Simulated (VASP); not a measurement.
# Se (P6/mmm) in VASP: notebook, part 2 of 2

VASP 6.6.1. Earlier steps stand in the parts before.

## Step 3: Single point, r2SCAN (28.19 Å³/atom)

This run uses another cell than the first one, of 28.19 Å³/atom.

Input file POSCAR:

```
Se
1.0
    6.4468954312      0.0000000000      0.0000000000
   -3.2234477156      5.5831752189      0.0000000000
    0.0000000000      0.0000000000      2.3497977330
Se
3
Direct
    1.0000000000      0.0000000000      0.0000000000
    0.3333333333      0.6666666667      0.5000000000
    0.6666666667      0.3333333333      0.5000000000
```

Input file INCAR.step1:

```
ALGO = Normal ; EDIFF = 1E-4
ENCUT = 520 ; GGA = PE
ISMEAR = -1 ; LASPH = True
LCHARG = False ; LREAL = False
LWAVE = True ; NBANDS = 16
NELM = 100 ; PREC = Accurate
SIGMA = 0.1
```

Input file INCAR.step2:

```
ALGO = Normal ; EDIFF = 1E-6
ENCUT = 520 ; ISIF = 2
ISMEAR = -1 ; ISTART = 1
LASPH = True ; LCHARG = True
LELF = True ; LMIXTAU = True
LREAL = False ; LVHAR = True
LWAVE = False ; METAGGA = R2SCAN
NBANDS = 16 ; NELM = 100
PREC = Accurate ; SIGMA = 0.1
```

Input file KPOINTS:

```
k-points
0
Gamma
  7 7 15
```

Potentials or basis: VASP PAW PBE potentials, release 64 (Se).

Launch:

```
$ cat potpaw_PBE.64/Se/POTCAR > POTCAR
$ cp INCAR.step1 INCAR
$ mpirun -np 1 vasp_std > vasp.out
$ cp INCAR.step2 INCAR
$ mpirun -np 1 vasp_std > vasp.out
```

OUTCAR:

```text
EDIFF = 1E-6
   ENCUT = 520
   ISIF = 2
   ISMEAR = -1
   ISTART = 1
   LASPH = True
   LREAL = False
   METAGGA = R2SCAN
   NELM = 100
   PREC = Accurate

 ion  position               nearest neighbor table
   1  0.000  0.000  0.000-
   2  0.333  0.667  0.500-
   3  0.667  0.333  0.500-

  LATTYP: Found a hexagonal cell.
 ALAT       =     6.4468954312
 C/A-ratio  =     0.3644851631

  Lattice vectors:

 A1 = (   6.4468954312,   0.0000000000,   0.0000000000)
 A2 = (  -3.2234477156,   5.5831752189,   0.0000000000)
 A3 = (   0.0000000000,   0.0000000000,   2.3497977330)

Analysis of symmetry for initial positions (statically):
=====================================================================
 Subroutine PRICEL returns:
 Original cell was already a primitive cell.

 Routine SETGRP: Setting up the symmetry group for a
 hexagonal supercell.

 Subroutine GETGRP returns: Found 24 space group operations
 (whereof 24 operations were pure point group operations)
 out of a pool of 24 trial point group operations.
[... 162 lines left out ...]

  energy without entropy =      -40.91018151  energy(sigma->0) =      -40.96250225

 E-fermi :   1.7778     XC(G=0):  -9.1813

 val. band max:        1.7756770339   @ k =   0.1429  -0.0000   0.4000
 cond. band min:       1.7816141757   @ k =   0.2857   0.0000   0.2667
 fundamental gap:      0.0059371417
 Fermi energy:         1.7777917609

 k-point     1 :       0.0000    0.0000    0.0000
  band No.  band energies     occupation
      1     -14.1620      2.00000
      2     -13.5339      2.00000
      3     -13.5158      2.00000
      4      -2.3875      2.00000
      5      -2.3875      2.00000
      6      -2.3831      2.00000
[... 433 lines left out ...]
      3     -13.2159      2.00000
      4      -2.2224      2.00000
      5      -2.2195      2.00000
      6      -1.6809      2.00000
[... 8 lines left out ...]
     15       8.6481      0.00000
     16      12.0777      0.00000

 [... further k-points ...]

------------------------ aborting loop because EDIFF is reached ----------------------------------------

  FORCE on cell =-STRESS in cart. coord.  units (eV):
  Direction    XX          YY          ZZ          XY          YZ          ZX
  --------------------------------------------------------------------------------------
  -------------------------------------------------------------------------------------
  Total        0.2565129      0.2565129      3.4700761      0.0000000      0.0000000      0.0000000
  in kB        4.8591176      4.8591176     65.7335699      0.0000000      0.0000000      0.0000000
  external PRESSURE =      25.1506017 kB  Pullay stress =       0.0000000 kB

 VOLUME and BASIS-vectors are now :
 -----------------------------------------------------------------------------
  energy-cutoff  :      520.00
  volume of cell :       84.58
      direct lattice vectors                 reciprocal lattice vectors
     6.446895431  0.000000000  0.000000000     0.155113420  0.089554775  0.000000000
    -3.223447716  5.583175219  0.000000000     0.000000000  0.179109550  0.000000000
     0.000000000  0.000000000  2.349797733     0.000000000  0.000000000  0.425568544

 POSITION                                       TOTAL-FORCE (eV/Angst)
 -----------------------------------------------------------------------------------
      0.00000      0.00000      0.00000        -0.000000      0.000000      0.000000
     -0.00000      3.72212      1.17490        -0.000000      0.000000     -0.000000
      3.22345      1.86106      1.17490         0.000000     -0.000000      0.000000
 -----------------------------------------------------------------------------------
    total drift:                               -0.000000      0.000000     -0.000000

  FREE ENERGIE OF THE ION-ELECTRON SYSTEM (eV)
  ---------------------------------------------------
  free  energy   TOTEN  =       -41.0148229921 eV

  energy  without entropy=      -40.9101815050  energy(sigma->0) =      -40.96250225
```

OUTCAR.step1:

```text
EDIFF = 1E-4
   ENCUT = 520
   GGA = PE
   ISMEAR = -1
   LASPH = True
   LREAL = False
[... 680 lines left out ...]
      0.00000      0.00000      0.00000        -0.000000      0.000000      0.000000
     -0.00000      3.72212      1.17490         0.000000      0.000000     -0.000000
      3.22345      1.86106      1.17490        -0.000000      0.000000      0.000000
 -----------------------------------------------------------------------------------
    total drift:                               -0.000000      0.000000     -0.000000

  FREE ENERGIE OF THE ION-ELECTRON SYSTEM (eV)
  ---------------------------------------------------
  free  energy   TOTEN  =        -8.7613575763 eV

  energy  without entropy=       -8.6572131967  energy(sigma->0) =       -8.70928539
```

It took 2.2 min on 1 thread of Intel Xeon Platinum 8488C (Sapphire Rapids), shared host; peak memory 0.24 GiB.

What came out:

| Property | Result |
| --- | --- |
| Free energy | -41.0148 eV |
| Pressure | 2.5 GPa |
| Band gap on the k mesh | zero (bands 9 and 10 overlap by 2.20 eV) |

Stress tensor (GPa, compression positive):
```
0.49 0.00 0.00
0.00 0.49 0.00
0.00 0.00 6.57
```

Levels at points of the mesh, in eV from the Fermi level:
```csv
k point,band 5,band 6,band 7,band 8,band 9,band 10,band 11,band 12,band 13,band 14
"(0.00, 0.00, 0.00)",-4.17,-4.16,-4.16,-1.71,-1.71,4.90,9.37,9.51,9.51,9.67
```

Caveat: the stress differs along the axes, from 0 to 7 GPa; the PAW data sets were made with another functional, which shifts forces and pressure a little.

## Step 4: Single point, r2SCAN (29.37 Å³/atom)

This run uses another cell than the first one, of 29.37 Å³/atom.

Input file POSCAR:

```
Se
1.0
    6.5352200428      0.0000000000      0.0000000000
   -3.2676100214      5.6596665764      0.0000000000
    0.0000000000      0.0000000000      2.3819907434
Se
3
Direct
    1.0000000000      0.0000000000      0.0000000000
    0.3333333333      0.6666666667      0.5000000000
    0.6666666667      0.3333333333      0.5000000000
```

Input file INCAR.step1:

```
SYSTEM = Se
ALGO = Normal ; EDIFF = 1E-4
ENCUT = 520 ; GGA = PE
ISMEAR = -1 ; LASPH = .TRUE.
LCHARG = .FALSE. ; LREAL = .FALSE.
LWAVE = .TRUE. ; NBANDS = 16
NELM = 80 ; PREC = Accurate
SIGMA = 0.1
```

Input file INCAR.step2:

```
SYSTEM = Se
ALGO = Normal ; EDIFF = 1E-6
ENCUT = 520 ; ISIF = 2
ISMEAR = -1 ; ISTART = 1
LASPH = .TRUE. ; LCHARG = .TRUE.
LELF = .TRUE. ; LMIXTAU = .TRUE.
LREAL = .FALSE. ; LVHAR = .TRUE.
LWAVE = .FALSE. ; METAGGA = R2SCAN
NBANDS = 16 ; NELM = 80
PREC = Accurate ; SIGMA = 0.1
```

Input file KPOINTS:

```
k-points
0
G
  7 7 15
  0 0 0
```

Launch:

```
$ cat potpaw_PBE.64/Se/POTCAR > POTCAR
$ cp INCAR.step1 INCAR
$ mpirun -np 1 vasp_std > vasp.out
$ cp INCAR.step2 INCAR
$ mpirun -np 1 vasp_std > vasp.out
```

It took 2.7 min on 1 thread of Intel Xeon Platinum 8488C (Sapphire Rapids), shared host; peak memory 0.25 GiB.

It converged, with:

| Property | Result |
| --- | --- |
| Free energy | -41.0505 eV |
| Pressure | 0.7 GPa |
| Band gap on the k mesh | zero (bands 9 and 10 overlap by 2.06 eV) |

Stress tensor (GPa, compression positive):
```
0.09 0.00 0.00
0.00 0.09 0.00
0.00 0.00 2.02
```

Levels at points of the mesh, in eV from the Fermi level:
```
           k point  band 6  band 7  band 8  band 9  band 10  band 11  band 12  band 13
(0.00, 0.00, 0.00)   -3.91   -3.91   -1.62   -1.62     4.95     8.93     9.25     9.26
```

Caveat: the PAW data sets were made with another functional, which shifts forces and pressure a little.

## Step 5: Single point, r2SCAN (30.54 Å³/atom)

This run uses another cell than the first one, of 30.54 Å³/atom.

Input file POSCAR:

```
Se
1.0
    6.6212196424      0.0000000000      0.0000000000
   -3.3106098212      5.7341444143      0.0000000000
    0.0000000000      0.0000000000      2.4133363215
Se
3
Direct
    1.0000000000      0.0000000000      0.0000000000
    0.3333333333      0.6666666667      0.5000000000
    0.6666666667      0.3333333333      0.5000000000
```

Input file INCAR.step1:

```
ALGO     = Normal         # electronic algorithm
EDIFF    = 1E-4           # SCF threshold, eV
ENCUT    = 520            # plane-wave cutoff, eV
GGA      = PE             # functional
ISMEAR   = -1             # smearing method
LASPH    = True           # aspherical terms in the spheres
LCHARG   = False          # write CHGCAR
LREAL    = False          # projectors in reciprocal space
LWAVE    = True           # write WAVECAR
NBANDS   = 16             # bands
NELM     = 60             # most SCF steps
PREC     = Accurate       # precision mode
SIGMA    = 0.1            # smearing width, eV
```

Input file INCAR.step2:

```
ALGO     = Normal         # electronic algorithm
EDIFF    = 1E-6           # SCF threshold, eV
ENCUT    = 520            # plane-wave cutoff, eV
ISIF     = 2              # what is computed and relaxed
ISMEAR   = -1             # smearing method
ISTART   = 1            
LASPH    = True           # aspherical terms in the spheres
LCHARG   = False          # write CHGCAR
LMIXTAU  = True         
LREAL    = False          # projectors in reciprocal space
LWAVE    = False          # write WAVECAR
METAGGA  = R2SCAN         # meta-GGA
NBANDS   = 16             # bands
NELM     = 60             # most SCF steps
PREC     = Accurate       # precision mode
SIGMA    = 0.1            # smearing width, eV
```

Input file KPOINTS:

```
k-points
0
Gamma
  7 7 15
```

Launch:

```
$ cat potpaw_PBE.64/Se/POTCAR > POTCAR
$ cp INCAR.step1 INCAR
$ mpirun -np 1 vasp_std > vasp.out
$ cp INCAR.step2 INCAR
$ mpirun -np 1 vasp_std > vasp.out
```

Run time: 2.2 min. Hardware: 1 thread of Intel Xeon Platinum 8488C (Sapphire Rapids), shared host; peak memory 0.25 GiB.

The run converged. Its results:

| Property | Result |
| --- | --- |
| Free energy | -41.0495 eV |
| Pressure | -0.8 GPa |
| Band gap on the k mesh | zero (bands 9 and 10 overlap by 1.93 eV) |

Stress tensor (GPa, compression positive):
```
-0.24  0.00  0.00
 0.00 -0.24  0.00
 0.00  0.00 -1.93
```

Levels at points of the mesh, in eV from the Fermi level:
| k point | band 5 | band 6 | band 7 | band 8 | band 9 | band 10 | band 11 | band 12 | band 13 | band 14 |
| --- | --- | --- | --- | --- | --- | --- | --- | --- | --- | --- |
| (0.00, 0.00, 0.00) | -3.70 | -3.69 | -3.69 | -1.55 | -1.55 | 4.99 | 8.52 | 8.80 | 8.82 | 9.53 |

Caveat: the PAW data sets were made with another functional, which shifts forces and pressure a little.

## Step 6: Summary

```tsv
cell	gap on the mesh (eV)	pressure (GPa)
a = 6.356, b = 6.356, c = 2.317 Å, angles 90.0, 90.0, 120.0°, 3 atoms	none	4.6
a = 6.447, b = 6.447, c = 2.350 Å, angles 90.0, 90.0, 120.0°, 3 atoms	none	2.5
a = 6.535, b = 6.535, c = 2.382 Å, angles 90.0, 90.0, 120.0°, 3 atoms	none	0.7
a = 6.621, b = 6.621, c = 2.413 Å, angles 90.0, 90.0, 120.0°, 3 atoms	none	-0.8
```

Alike in all rows: task single point; level r2SCAN; potentials or basis VASP PAW PBE potentials, release 64 (Se); no spin polarisation; k mesh 7 × 7 × 15; cutoff (eV) 520; smearing fermi-dirac 0.1 eV.

Caveats: the PAW data sets were made with another functional, which shifts forces and pressure a little; the stress differs along the axes, from 1 to 12 GPa (at least some runs); the stress differs along the axes, from 0 to 7 GPa (at least some runs).

Absolute energies hang on the potentials; compare differences alone.

The gap in the log of VASP goes by the Fermi energy; the results here count the filled bands.